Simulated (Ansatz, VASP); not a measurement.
**BN: VASP beside Ansatz**

```
CELL_PARAMETERS angstrom
0.00000 3.43967 2.16883
1.25384 0.00000 2.16883
1.25384 3.43967 0.00000
ATOMIC_POSITIONS crystal
B 0.00011 0.00011 0.99989
N 0.66659 0.66659 0.33341
```

Change from the starting cell: strain +0.0300 x Voigt [0, 1, 0, 0, 0, 0], atoms carried along.

Alike in both runs: task single point; functional PBE; dispersion D3(BJ); k mesh 12 × 12 × 12; occupations gaussian, width 0.05 eV; no spin polarisation.

```csv
,VASP,Ansatz
version,VASP 6.6.1,Ansatz 0.2.0
potentials or method,"VASP PAW PBE potentials, release 64 (B, N), cutoff 520 eV","scalar-relativistic, plane waves, PAW"
valence electrons in the cell,8,8
```

Ansatz gave:

- gap on the k mesh at the Fermi level (eV): 3.78
- least direct gap on the mesh (eV): 4.54
- pressure (GPa): -0.2
- traceless stress, the component that is largest in VASP (GPa): -0.56

**Question.** What did VASP give for the same quantities?

**Answer.** gap on the k mesh at the Fermi level (eV): 3.78; least direct gap on the mesh (eV): 4.54; pressure (GPa): -0.1; traceless stress, the component that is largest in VASP (GPa): -0.76.
